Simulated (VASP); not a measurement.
# Cd (Fm-3m) in VASP: further runs

Cd is run at these levels: r2SCAN; tasks: single point, relaxation of cell and atoms.

Everything below comes from runs of VASP 6.6.1. Logs are shortened: lines on timing, memory, paths and dates and some standing lists are left out, and cuts for length are marked.

## 1. The cell of the first run

The structure is cubic, space group Fm-3m (No. 225). Conventional cell: a = 4.434 Å, b = 4.434 Å, c = 4.434 Å, α = 90.00°, β = 90.00°, γ = 90.00°. Within 4.1 Å of Cd (site symmetry m-3m) lie 12 Cd at 3.14 Å.

## 2. Single point, r2SCAN

Contents of POSCAR:

```
Cd
1.0
    0.0000000000      2.2171100098      2.2171100098
    2.2171100098      0.0000000000      2.2171100098
    2.2171100098      2.2171100098      0.0000000000
Cd
1
Direct
    0.0000000000      0.0000000000      0.0000000000
```

Contents of INCAR.step1:

```
SYSTEM = Cd
PREC = Accurate
ENCUT = 520
ISMEAR = 1
SIGMA = 0.1
LREAL = .FALSE.
LASPH = .TRUE.
NELM = 100
NBANDS = 12
GGA = PE
ALGO = Normal
EDIFF = 1E-4
LWAVE = .TRUE.
LCHARG = .FALSE.
```

Contents of INCAR.step2:

```
SYSTEM = Cd
PREC = Accurate
ENCUT = 520
EDIFF = 1E-6
ISMEAR = 1
SIGMA = 0.1
LREAL = .FALSE.
LASPH = .TRUE.
NELM = 100
ALGO = Normal
ISIF = 2
LWAVE = .FALSE.
LCHARG = .TRUE.
METAGGA = R2SCAN
LMIXTAU = .TRUE.
LELF = .TRUE.
LVHAR = .TRUE.
NBANDS = 12
ISTART = 1
```

Contents of KPOINTS:

```
Automatic mesh
0
G
  9 9 9
  0 0 0
```

Potentials or basis: VASP PAW PBE potentials, release 64 (Cd).

Started as:

```sh
> cat potpaw_PBE.64/Cd/POTCAR > POTCAR
> cp INCAR.step1 INCAR
> mpirun -np 1 vasp_std > vasp.out
> cp INCAR.step2 INCAR
> mpirun -np 1 vasp_std > vasp.out
```

OUTCAR:

```text
SYSTEM = Cd
   PREC = Accurate
   ENCUT = 520
   EDIFF = 1E-6
   ISMEAR = 1
   LREAL = .FALSE.
   LASPH = .TRUE.
   NELM = 100
   ISIF = 2
   METAGGA = R2SCAN
   ISTART = 1

 ion  position               nearest neighbor table
   1  0.000  0.000  0.000-

  LATTYP: Found a face centered cubic cell.
 ALAT       =     4.4342200196

  Lattice vectors:

 A1 = (   0.0000000000,   2.2171100098,   2.2171100098)
 A2 = (   2.2171100098,   0.0000000000,   2.2171100098)
 A3 = (   2.2171100098,   2.2171100098,   0.0000000000)

Analysis of symmetry for initial positions (statically):
=====================================================================
 Subroutine PRICEL returns:
 Original cell was already a primitive cell.

 Routine SETGRP: Setting up the symmetry group for a
 face centered cubic supercell.

 Subroutine GETGRP returns: Found 48 space group operations
 (whereof 48 operations were pure point group operations)
 out of a pool of 48 trial point group operations.

The static configuration has the point symmetry O_h .

Analysis of symmetry for dynamics (positions and initial velocities):
=====================================================================
 Subroutine PRICEL returns:
 Original cell was already a primitive cell.

 Routine SETGRP: Setting up the symmetry group for a
 face centered cubic supercell.

 Subroutine GETGRP returns: Found 48 space group operations
 (whereof 48 operations were pure point group operations)
 out of a pool of 48 trial point group operations.

The dynamic configuration has the point symmetry O_h .

 Subroutine INISYM returns: Found 48 space group operations
 (whereof 48 operations are pure point group operations),
 and found     1 'primitive' translations

----------------------------------------------------------------------------------------

                                     Primitive cell

  volume of cell :      21.7967

  direct lattice vectors                    reciprocal lattice vectors
     0.000000000  2.217110010  2.217110010    -0.225518805  0.225518805  0.225518805
     2.217110010  0.000000000  2.217110010     0.225518805 -0.225518805  0.225518805
     2.217110010  2.217110010  0.000000000     0.225518805  0.225518805 -0.225518805

  length of vectors
     3.135467045  3.135467045  3.135467045     0.390610028  0.390610028  0.390610028

  position of ions in fractional coordinates (direct lattice)
     0.000000000  0.000000000  0.000000000

  ion indices of the primitive-cell ions
   primitive index   ion index
                 1           1

----------------------------------------------------------------------------------------

 KPOINTS: Automatic mesh

Automatic generation of k-mesh.
 Grid dimensions read from file:
 generate k-points for:    9    9    9

 Generating k-lattice:

  Cartesian coordinates                     Fractional coordinates (reciprocal lattice)
    -0.025057645  0.025057645  0.025057645     0.111111111  0.000000000  0.000000000
     0.025057645 -0.025057645  0.025057645     0.000000000  0.111111111  0.000000000
     0.025057645  0.025057645 -0.025057645     0.000000000  0.000000000  0.111111111

  Length of vectors
     0.043401114  0.043401114  0.043401114

  Shift w.r.t. Gamma in fractional coordinates (k-lattice)
     0.000000000  0.000000000  0.000000000

 Subroutine IBZKPT returns following result:
 ===========================================

 Found     35 irreducible k-points:

 Following reciprocal coordinates:
            Coordinates               Weight
  0.000000  0.000000  0.000000      1.000000
  0.111111  0.000000  0.000000      8.000000
  0.222222  0.000000  0.000000      8.000000
  0.333333  0.000000  0.000000      8.000000
  0.444444  0.000000  0.000000      8.000000
  0.111111  0.111111  0.000000      6.000000
[... 16 lines left out ...]
 -0.333333  0.333333  0.000000     12.000000
  0.444444  0.444444  0.000000      6.000000
 [... further k-points ...]
   k-points           NKPTS =     35   k-points in BZ     NKDIM =     35   number of bands    NBANDS=     12
   number of dos      NEDOS =    301   number of ions     NIONS =      1
   total plane-waves  NPLWV =  13824
   dimension x,y,z NGX =    24 NGY =   24 NGZ =   24
   dimension x,y,z NGXF=    48 NGYF=   48 NGZF=   48
   ions per type =               1
   NGX,Y,Z   is equivalent  to a cutoff of  12.73, 12.73, 12.73 a.u.
   NGXF,Y,Z  is equivalent  to a cutoff of  25.45, 25.45, 25.45 a.u.
 SYSTEM =  Cd
   PREC   = accura    normal or accurate (medium, high low for compatibility)
   ISTART =      1    job   : 0-new  1-cont  2-samecut
   ICHARG =      0    charge: 1-file 2-atom 10-const
   ISPIN  =      1    spin polarized calculation?
   LNONCOLLINEAR =      F non collinear calculations
   LSORBIT =      F    spin-orbit coupling
   LASPH  =      T    aspherical Exc in radial PAW
   ENCUT  =  520.0 eV  38.22 Ry    6.18 a.u.   5.83  5.83  5.83*2*pi/ulx,y,z
   NELM   =    100;   NELMIN=  2; NELMDL=  0     # of ELM steps
   EDIFF  = 0.1E-05   stopping-criterion for ELM
   LREAL  =      F    real-space projection
   EDIFFG = 0.1E-04   stopping-criterion for IOM
   NSW    =      0    number of steps for IOM
   IBRION =     -1    ionic relax: 0-MD 1-quasi-New 2-CG
   NFREE  =      0    steps in history (QN), initial steepest desc. (CG)
   ISIF   =      2    stress and relaxation
   ISYM   =      2    0-nonsym 1-usesym 2-fastsym
   POTIM  = 0.5000    time-step for ionic-motion
   TEBEG  =    0.0;   TEEND  =   0.0 temperature during run
   PSTRESS=    0.0 pullay stress
   NELECT =      12.0000    total number of electrons
   NUPDOWN=      -1.0000    fix difference up-down
   EMIN   =  10.00;   EMAX   =-10.00  energy-range for DOS
   EFERMI =   0.00;   METHOD = LEGACY
   ISMEAR =     1;   SIGMA  =   0.10  broadening in eV -4-tet -1-fermi 0-gaus
   EFERMI_NEDOS =   21; number of points for ismear=-14 and -15
   IALGO  =     38    algorithm
   IMIX   =      4    mixing-type and parameters
     AMIX     =   0.40;   BMIX     =  1.00
     AMIX_MAG =   1.60;   BMIX_MAG =  1.00
  volume/ion in A,a.u.               =      21.80       147.09
  Fermi-wavevector in a.u.,A,eV,Ry     =   1.341749  2.535538 24.494444  1.800291
  Thomas-Fermi vector in A             =   2.469958
   LORBIT       =      0    0 simple, 1 ext, 2 COOP (PROOUT), +10 PAW based schemes
   METAGGA = R2SCAN    functional components
   LHFCALC =     F    Hartree Fock is set to
   AEXX    =    0.0000 exact exchange contribution
   IVDW    =     0    specifies the selected vdW correction
   LEPSILON=     F    determine dielectric tensor
   LRPA    =     F    only Hartree local field effects (RPA)
 non-spin polarized calculation
 Methfessel and Paxton  Order N= 1 SIGMA  =   0.10
  energy-cutoff  :      520.00
  volume of cell :       21.80
 maximum number of plane-waves:       598
   NGX = 11   NGY = 11   NGZ = 11

 number of electron      12.0000004 magnetization

 Free energy of the ion-electron system (eV)
  ---------------------------------------------------
  ext. energy  EPLUGINS =         0.00000000
  ---------------------------------------------------
  free energy    TOTEN  =       -20.06772898 eV

  energy without entropy =      -20.06713865  energy(sigma->0) =      -20.06753220

 E-fermi :   2.6851     XC(G=0): -11.7745

 val. band max:        2.6672179242   @ k =   0.4444   0.0000   0.0000
 cond. band min:       2.9800894810   @ k =  -0.3333   0.4444   0.2222
 fundamental gap:      0.3128715569
 Fermi energy:         2.6850513446

 k-point     1 :       0.0000    0.0000    0.0000
  band No.  band energies     occupation
      1      -6.7770      2.00000
      2      -6.7770      2.00000
      3      -6.7770      2.00000
      4      -6.3413      2.00000
      5      -6.3132      2.00000
      6      -6.3132      2.00000
      7      17.2492      0.00000
      8      18.5341      0.00000
      9      18.5341      0.00000
     10      18.5342      0.00000
     11      21.8210      0.00000
     12      21.8210      0.00000

 k-point     2 :       0.1111    0.0000    0.0000
  band No.  band energies     occupation
      1      -6.8240      2.00000
      2      -6.7283      2.00000
      3      -6.7283      2.00000
      4      -6.3220      2.00000
      5      -6.3220      2.00000
      6      -5.9914      2.00000
      7      14.8671      0.00000
      8      17.5652      0.00000
      9      18.0301      0.00000
     10      18.0301      0.00000
     11      22.4691      0.00000
     12      22.6918      0.00000

 k-point     3 :       0.2222    0.0000    0.0000
  band No.  band energies     occupation
      1      -6.9816      2.00000
      2      -6.6728      2.00000
      3      -6.6728      2.00000
      4      -6.2706      2.00000
      5      -6.2706      2.00000
      6      -4.8976      2.00000
      7      10.4425      0.00000
      8      17.2038      0.00000
      9      17.2038      0.00000
     10      17.3988      0.00000
     11      21.8759      0.00000
     12      22.2270      0.00000
[... 286 lines left out ...]
 k-point    23 :      -0.3333    0.3333    0.0000
  band No.  band energies     occupation
      1      -7.1325      2.00000
      2      -6.7286      2.00000
      3      -6.5135      2.00000
      4      -6.2875      2.00000
      5      -6.0482      2.00000
      6       2.1592      2.00000
      7       4.6959      0.00000
      8       5.7980      0.00000
      9      12.5310      0.00000
     10      15.1717      0.00000
     11      24.7907      0.00000
     12      25.8848      0.00000

 k-point    24 :       0.4444    0.4444    0.0000
  band No.  band energies     occupation
      1      -7.4306      2.00000
      2      -7.3271      2.00000
      3      -5.9655      2.00000
      4      -5.8637      2.00000
      5      -5.8637      2.00000
      6       0.8838      2.00000
      7       5.6023      0.00000
      8      10.1334      0.00000
      9      10.1334      0.00000
     10      14.1767      0.00000
     11      14.5833      0.00000
     12      30.8354      0.00000

 [... further k-points ...]
[... 5 lines left out ...]
  --------------------------------------------------------------------------------------
  -------------------------------------------------------------------------------------
  Total        0.0403975      0.0403975      0.0403975     -0.0000000     -0.0000000      0.0000000
  in kB        2.9694323      2.9694323      2.9694323     -0.0000000     -0.0000000      0.0000000
  external PRESSURE =       2.9694323 kB  Pullay stress =       0.0000000 kB

 VOLUME and BASIS-vectors are now :
 -----------------------------------------------------------------------------
  energy-cutoff  :      520.00
  volume of cell :       21.80
      direct lattice vectors                 reciprocal lattice vectors
     0.000000000  2.217110010  2.217110010    -0.225518805  0.225518805  0.225518805
     2.217110010  0.000000000  2.217110010     0.225518805 -0.225518805  0.225518805
     2.217110010  2.217110010  0.000000000     0.225518805  0.225518805 -0.225518805

 POSITION                                       TOTAL-FORCE (eV/Angst)
 -----------------------------------------------------------------------------------
      0.00000      0.00000      0.00000         0.000000      0.000000      0.000000
 -----------------------------------------------------------------------------------
    total drift:                                0.000000      0.000000      0.000000

  FREE ENERGIE OF THE ION-ELECTRON SYSTEM (eV)
  ---------------------------------------------------
  free  energy   TOTEN  =       -20.0677289843 eV

  energy  without entropy=      -20.0671386455  energy(sigma->0) =      -20.06753220
```

Wall time 23 s (1 thread of Intel Xeon 6975P-C, shared host); peak memory 0.14 GiB.

Results:

* Free energy: -20.0677 eV
* Pressure: 0.3 GPa
* Band gap on the k mesh: zero (band 6 reaches 3.53 eV, above the bottom of band 7 at 1.92 eV)

Caveat: the PAW data sets were made with another functional, which shifts forces and pressure a little.

## 3. Relaxation of cell and atoms, r2SCAN

POSCAR is that of step 2.

Contents of INCAR.step1:

```
  ALGO = Normal
  EDIFF = 1E-4
  ENCUT = 600
  GGA = PE
  ISMEAR = 1
  LASPH = True
  LCHARG = False
  LREAL = False
  LWAVE = True
  NELM = 60
  PREC = Accurate
  SIGMA = 0.1
```

Contents of INCAR.step2:

```
  ALGO = Normal
  EDIFF = 1E-7
  EDIFFG = -0.01
  ENCUT = 600
  IBRION = 2
  ISIF = 3
  ISMEAR = 1
  ISTART = 1
  LASPH = True
  LCHARG = False
  LMIXTAU = True
  LREAL = False
  LWAVE = False
  METAGGA = R2SCAN
  NELM = 60
  NSW = 80
  PREC = Accurate
  SIGMA = 0.1
```

Contents of KPOINTS:

```
k-points
0
Gamma
  9 9 9
```

Potentials or basis: VASP PAW PBE potentials, release 64 (Cd).

Started as:

```sh
> cat potpaw_PBE.64/Cd/POTCAR > POTCAR
> cp INCAR.step1 INCAR
> mpirun -np 1 vasp_std > vasp.out
> cp INCAR.step2 INCAR
> mpirun -np 1 vasp_std > vasp.out
```

Run time: 80 s. Hardware: 1 thread of Intel Xeon 6975P-C, shared host; peak memory 0.17 GiB.

Results (log left out):

- Free energy: -20.0678 eV
- Relaxed volume: 21.88 Å³/atom
- Relaxed cell: a = 3.139 Å, b = 3.139 Å, c = 3.139 Å, α = 60.00°, β = 60.00°, γ = 60.00°
- Space group after relaxing (to 0.05 Å): Fm-3m (No. 225)
- Energy gained by relaxing: 0.0 meV/atom
- Ionic steps: 2
- Pressure after relaxing: 0.0 GPa
- Band gap on the k mesh: zero (band 6 reaches 3.51 eV, above the bottom of band 7 at 1.89 eV)

Final structure:
```cif
data_structure
_symmetry_space_group_name_H-M 'P 1'
_symmetry_Int_Tables_number 1
_cell_length_a 3.1393
_cell_length_b 3.1393
_cell_length_c 3.1393
_cell_angle_alpha 60.000
_cell_angle_beta 60.000
_cell_angle_gamma 60.000
_cell_volume 21.88
loop_
_atom_site_label
_atom_site_type_symbol
_atom_site_fract_x
_atom_site_fract_y
_atom_site_fract_z
_atom_site_occupancy
Cd1 Cd 0.00000 0.00000 0.00000 1
```

Levels at points of the mesh, in eV from the Fermi level:
| k point | band 2 | band 3 | band 4 | band 5 | band 6 | band 7 | band 8 | band 9 | band 10 |
| --- | --- | --- | --- | --- | --- | --- | --- | --- | --- |
| (0.00, 0.00, 0.00) | -9.45 | -9.45 | -9.00 | -8.99 | -8.99 | 14.55 | 15.81 | 15.81 | 15.81 |

Caveat: the PAW data sets were made with another functional, which shifts forces and pressure a little.
